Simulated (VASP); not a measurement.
# Ga2SnSe2 (P-3m1) in VASP: single point with PBE

Aim: the single point of Ga2SnSe2 with PBE.

Program: VASP 6.6.1. These are calculated values, not measurements. Logs are shortened: lines on timing, memory, paths and dates and some standing lists are left out, and cuts for length are marked.

## 1. The cell of the first run

It takes space group P-3m1 (No. 164, trigonal). The conventional cell has a = 4.071 Å, b = 4.071 Å, c = 8.141 Å, α = 90.00°, β = 90.00°, γ = 120.00°. Ga (site symmetry 3m) has 3 Sn at 2.37 Å and 3 Ga at 2.41 Å and 3 Se at 3.01 Å within 3.1 Å. Within 2.8 Å of Sn (site symmetry -3m) lie 2 Se at 2.15 Å and 6 Ga at 2.37 Å. Se (site symmetry 3m) has 1 Sn at 2.15 Å within 2.8 Å.

## 2. Single point, PBE

The input, INCAR:

```
PREC = Accurate ; ENCUT = 520
EDIFF = 1E-7 ; ISMEAR = 0
SIGMA = 0.1 ; LREAL = F
LASPH = T ; NELM = 100
ALGO = Normal ; ISIF = 2
LWAVE = F ; LCHARG = F
GGA = PE ; NBANDS = 34
```

The input, KPOINTS:

```
regular mesh
0
Gamma
  6 6 2
```

The input, POSCAR:

```
Ga2SnSe2
1.0
    4.0708307200      0.0000000000      0.0000000000
   -2.0354153600      3.5254428200      0.0000000000
    0.0000000000      0.0000000000      8.1411167700
Ga Sn Se
2 1 2
Direct
    0.3333333300      0.6666666700      0.0329478300
    0.6666666700      0.3333333300      0.9670521700
    0.0000000000      0.0000000000      0.0000000000
    0.0000000000      0.0000000000      0.7354499300
    0.0000000000      0.0000000000      0.2645500700
```

Potentials or basis: VASP PAW PBE potentials, release 64 (Ga_d, Sn_d, Se).

Run with:

```bash
$ cat potpaw_PBE.64/Ga_d/POTCAR potpaw_PBE.64/Sn_d/POTCAR potpaw_PBE.64/Se/POTCAR > POTCAR
$ mpirun -np 1 vasp_std > vasp.out
```

OUTCAR:

```text
PREC = Accurate
   ENCUT = 520
   EDIFF = 1E-7
   ISMEAR = 0
   LREAL = F
   LASPH = T
   NELM = 100
   ISIF = 2
   GGA = PE

 ion  position               nearest neighbor table
   1  0.333  0.667  0.033-   3 2.37   3 2.37   3 2.37   2 2.41   2 2.41   2 2.41
   2  0.667  0.333  0.967-   3 2.37   3 2.37   3 2.37   1 2.41   1 2.41   1 2.41
   3  0.000  0.000  0.000-   4 2.15   5 2.15   1 2.37   2 2.37   2 2.37   1 2.37   2 2.37   1 2.37

   4  0.000  0.000  0.735-   3 2.15
   5  0.000  0.000  0.265-   3 2.15

  LATTYP: Found a hexagonal cell.
 ALAT       =     4.0708307200
 C/A-ratio  =     1.9998662018

  Lattice vectors:

 A1 = (   4.0708307200,   0.0000000000,   0.0000000000)
 A2 = (  -2.0354153600,   3.5254428200,   0.0000000000)
 A3 = (   0.0000000000,   0.0000000000,   8.1411167700)

Analysis of symmetry for initial positions (statically):
=====================================================================
 Subroutine PRICEL returns:
 Original cell was already a primitive cell.

 Routine SETGRP: Setting up the symmetry group for a
 hexagonal supercell.

 Subroutine GETGRP returns: Found 12 space group operations
 (whereof 12 operations were pure point group operations)
 out of a pool of 24 trial point group operations.

The static configuration has the point symmetry D_3d.

Analysis of symmetry for dynamics (positions and initial velocities):
=====================================================================
 Subroutine PRICEL returns:
 Original cell was already a primitive cell.

 Routine SETGRP: Setting up the symmetry group for a
 hexagonal supercell.

 Subroutine GETGRP returns: Found 12 space group operations
 (whereof 12 operations were pure point group operations)
 out of a pool of 24 trial point group operations.

The dynamic configuration has the point symmetry D_3d.

 Subroutine INISYM returns: Found 12 space group operations
 (whereof 12 operations are pure point group operations),
 and found     1 'primitive' translations

----------------------------------------------------------------------------------------

                                     Primitive cell

  volume of cell :     116.8371

  direct lattice vectors                    reciprocal lattice vectors
     4.070830720  0.000000000  0.000000000     0.245650107  0.141826155  0.000000000
    -2.035415360  3.525442820  0.000000000     0.000000000  0.283652310  0.000000000
     0.000000000  0.000000000  8.141116770     0.000000000  0.000000000  0.122833271

  length of vectors
     4.070830720  4.070830722  8.141116770     0.283652310  0.283652310  0.122833271

  position of ions in fractional coordinates (direct lattice)
     0.333333330  0.666666670  0.032947830
     0.666666670  0.333333330  0.967052170
     0.000000000  0.000000000  0.000000000
     0.000000000  0.000000000  0.735449930
     0.000000000  0.000000000  0.264550070

  ion indices of the primitive-cell ions
   primitive index   ion index
                 1           1
                 2           2
                 3           3
                 4           4
                 5           5

----------------------------------------------------------------------------------------

 KPOINTS: regular mesh

Automatic generation of k-mesh.
 Grid dimensions read from file:
 generate k-points for:    6    6    2

 Generating k-lattice:

  Cartesian coordinates                     Fractional coordinates (reciprocal lattice)
     0.040941684  0.023637693  0.000000000     0.166666667 -0.000000000  0.000000000
     0.000000000  0.047275385  0.000000000     0.000000000  0.166666667  0.000000000
     0.000000000  0.000000000  0.061416635     0.000000000  0.000000000  0.500000000

  Length of vectors
     0.047275385  0.047275385  0.061416635

  Shift w.r.t. Gamma in fractional coordinates (k-lattice)
     0.000000000  0.000000000  0.000000000

 Subroutine IBZKPT returns following result:
 ===========================================

 Found     14 irreducible k-points:

 Following reciprocal coordinates:
            Coordinates               Weight
  0.000000  0.000000  0.000000      1.000000
  0.166667 -0.000000  0.000000      6.000000
  0.333333 -0.000000  0.000000      6.000000
  0.500000  0.000000  0.000000      3.000000
  0.166667  0.166667  0.000000      6.000000
  0.333333  0.166667  0.000000     12.000000
  0.333333  0.333333  0.000000      2.000000
  0.000000  0.000000  0.500000      1.000000
  0.166667 -0.000000  0.500000      6.000000
  0.333333 -0.000000  0.500000      6.000000
  0.500000  0.000000  0.500000      3.000000
  0.166667  0.166667  0.500000      6.000000
  0.333333  0.166667  0.500000     12.000000
  0.333333  0.333333  0.500000      2.000000
   k-points           NKPTS =     14   k-points in BZ     NKDIM =     14   number of bands    NBANDS=     34
   number of dos      NEDOS =    301   number of ions     NIONS =      5
   total plane-waves  NPLWV =  57600
   dimension x,y,z NGX =    30 NGY =   30 NGZ =   64
   dimension x,y,z NGXF=    60 NGYF=   60 NGZF=  128
   ions per type =               2   1   2
   NGX,Y,Z   is equivalent  to a cutoff of  12.25, 12.25, 13.07 a.u.
   NGXF,Y,Z  is equivalent  to a cutoff of  24.50, 24.50, 26.14 a.u.
 SYSTEM =  unknown system
   PREC   = accura    normal or accurate (medium, high low for compatibility)
   ISTART =      0    job   : 0-new  1-cont  2-samecut
   ICHARG =      2    charge: 1-file 2-atom 10-const
   ISPIN  =      1    spin polarized calculation?
   LNONCOLLINEAR =      F non collinear calculations
   LSORBIT =      F    spin-orbit coupling
   LASPH  =      T    aspherical Exc in radial PAW
   ENCUT  =  520.0 eV  38.22 Ry    6.18 a.u.   7.57  7.57 15.14*2*pi/ulx,y,z
   NELM   =    100;   NELMIN=  2; NELMDL= -5     # of ELM steps
   EDIFF  = 0.1E-06   stopping-criterion for ELM
   LREAL  =      F    real-space projection
   EDIFFG = 0.1E-05   stopping-criterion for IOM
   NSW    =      0    number of steps for IOM
   IBRION =     -1    ionic relax: 0-MD 1-quasi-New 2-CG
   NFREE  =      0    steps in history (QN), initial steepest desc. (CG)
   ISIF   =      2    stress and relaxation
   ISYM   =      2    0-nonsym 1-usesym 2-fastsym
   POTIM  = 0.5000    time-step for ionic-motion
   TEBEG  =    0.0;   TEEND  =   0.0 temperature during run
   PSTRESS=    0.0 pullay stress
   NELECT =      52.0000    total number of electrons
   NUPDOWN=      -1.0000    fix difference up-down
   EMIN   =  10.00;   EMAX   =-10.00  energy-range for DOS
   EFERMI =   0.00;   METHOD = LEGACY
   ISMEAR =     0;   SIGMA  =   0.10  broadening in eV -4-tet -1-fermi 0-gaus
   EFERMI_NEDOS =   21; number of points for ismear=-14 and -15
   IALGO  =     38    algorithm
   IMIX   =      4    mixing-type and parameters
     AMIX     =   0.40;   BMIX     =  1.00
     AMIX_MAG =   1.60;   BMIX_MAG =  1.00
  volume/ion in A,a.u.               =      23.37       157.69
  Fermi-wavevector in a.u.,A,eV,Ry     =   1.249920  2.362007 21.256398  1.562301
  Thomas-Fermi vector in A             =   2.383939
   LORBIT       =      0    0 simple, 1 ext, 2 COOP (PROOUT), +10 PAW based schemes
   GGA     = PE    functional components
   LHFCALC =     F    Hartree Fock is set to
   AEXX    =    0.0000 exact exchange contribution
   IVDW    =     0    specifies the selected vdW correction
   LEPSILON=     F    determine dielectric tensor
   LRPA    =     F    only Hartree local field effects (RPA)
 non-spin polarized calculation
 Gauss-broadening in eV      SIGMA  =   0.10
  energy-cutoff  :      520.00
  volume of cell :      116.84
 maximum number of plane-waves:      3180
   NGX = 15   NGY = 15   NGZ = 31

 number of electron      52.0000000 magnetization

 Free energy of the ion-electron system (eV)
  ---------------------------------------------------
  ext. energy  EPLUGINS =         0.00000000
  ---------------------------------------------------
  free energy    TOTEN  =        -6.32719192 eV

  energy without entropy =       -6.32718653  energy(sigma->0) =       -6.32718922

 E-fermi :   4.7708     XC(G=0):  -9.2203

 val. band max:        4.4980354979   @ k =   0.3333  -0.0000   0.5000
 cond. band min:       5.0238510002   @ k =   0.3333   0.3333   0.5000
 fundamental gap:      0.5258155023
 Fermi energy:         4.7708312501

 k-point     1 :       0.0000    0.0000    0.0000
  band No.  band energies     occupation
      1     -19.0328      2.00000
      2     -18.6826      2.00000
      3     -18.6826      2.00000
      4     -18.4424      2.00000
      5     -18.4424      2.00000
      6     -12.4362      2.00000
[... 26 lines left out ...]
     33      11.2927      0.00000
     34      11.3392      0.00000

 k-point     2 :       0.1667   -0.0000    0.0000
  band No.  band energies     occupation
      1     -19.0240      2.00000
      2     -18.6982      2.00000
      3     -18.6808      2.00000
      4     -18.4451      2.00000
      5     -18.4433      2.00000
      6     -12.2886      2.00000
[... 26 lines left out ...]
     33      11.0147      0.00000
     34      11.8552      0.00000

 k-point     3 :       0.3333   -0.0000    0.0000
  band No.  band energies     occupation
      1     -19.0073      2.00000
      2     -18.7312      2.00000
      3     -18.6770      2.00000
      4     -18.4506      2.00000
      5     -18.4449      2.00000
      6     -12.1370      2.00000
[... 26 lines left out ...]
     33      11.9791      0.00000
     34      12.3287      0.00000
[... 334 lines left out ...]
 k-point    13 :       0.3333    0.1667    0.5000
  band No.  band energies     occupation
      1     -18.9992      2.00000
      2     -18.7366      2.00000
      3     -18.6889      2.00000
      4     -18.4520      2.00000
      5     -18.4470      2.00000
      6     -12.2407      2.00000
[... 26 lines left out ...]
     33      12.0639      0.00000
     34      12.2548      0.00000

 k-point    14 :       0.3333    0.3333    0.5000
  band No.  band energies     occupation
      1     -18.9953      2.00000
      2     -18.7178      2.00000
      3     -18.7178      2.00000
      4     -18.4504      2.00000
      5     -18.4504      2.00000
      6     -12.3147      2.00000
[... 26 lines left out ...]
     33      11.4465      0.00000
     34      11.4465      0.00000

------------------------ aborting loop because EDIFF is reached ----------------------------------------

  FORCE on cell =-STRESS in cart. coord.  units (eV):
  Direction    XX          YY          ZZ          XY          YZ          ZX
  --------------------------------------------------------------------------------------
  -------------------------------------------------------------------------------------
  Total       35.9706787     35.9706788     39.3649514      0.0000000      0.0000000     -0.0000000
  in kB      493.2629690    493.2629696    539.8083513      0.0000000      0.0000000     -0.0000000
  external PRESSURE =     508.7780966 kB  Pullay stress =       0.0000000 kB

 VOLUME and BASIS-vectors are now :
 -----------------------------------------------------------------------------
  energy-cutoff  :      520.00
  volume of cell :      116.84
      direct lattice vectors                 reciprocal lattice vectors
     4.070830720  0.000000000  0.000000000     0.245650107  0.141826155  0.000000000
    -2.035415360  3.525442820  0.000000000     0.000000000  0.283652310  0.000000000
     0.000000000  0.000000000  8.141116770     0.000000000  0.000000000  0.122833271

 POSITION                                       TOTAL-FORCE (eV/Angst)
 -----------------------------------------------------------------------------------
     -0.00000      2.35030      0.26823        -0.000000      0.000000      2.364940
      2.03542      1.17515      7.87288         0.000000      0.000000     -2.364940
      0.00000      0.00000      0.00000        -0.000000      0.000000      0.000000
      0.00000      0.00000      5.98738        -0.000000      0.000000     -8.851390
      0.00000      0.00000      2.15373        -0.000000      0.000000      8.851390
 -----------------------------------------------------------------------------------
    total drift:                               -0.000000      0.000000      0.000000

  FREE ENERGIE OF THE ION-ELECTRON SYSTEM (eV)
  ---------------------------------------------------
  free  energy   TOTEN  =        -6.3271919193 eV

  energy  without entropy=       -6.3271865284  energy(sigma->0) =       -6.32718922
```

Run time: 58 s. Hardware: 1 thread of Intel Xeon Platinum 8259CL at 2.50GHz (Skylake/Cascade Lake), shared host; peak memory 0.25 GiB.

Results:

| Quantity | Value |
| --- | --- |
| Free energy | -6.3272 eV |
| Pressure | 50.9 GPa |
| Largest force | 8.851 eV/Å |
| Band gap on the k mesh | zero (band 26 reaches 5.02 eV, above the bottom of band 27 at 4.07 eV) |

Forces on the atoms (eV/Å):
```
Ga   0.000  0.000  2.365
Ga   0.000  0.000 -2.365
Sn   0.000  0.000  0.000
Se   0.000  0.000 -8.851
Se   0.000  0.000  8.851
```

Caveat: the k points lie up to 0.39 Å⁻¹ apart; spin-orbit coupling is left out, which moves the levels of the heavy elements; this functional lacks dispersion, which binds the layers, so the pressure and a relaxed spacing across them are unreliable; forces of over 1 eV/Å act on the atoms, so gaps and moduli don't describe the material at rest.
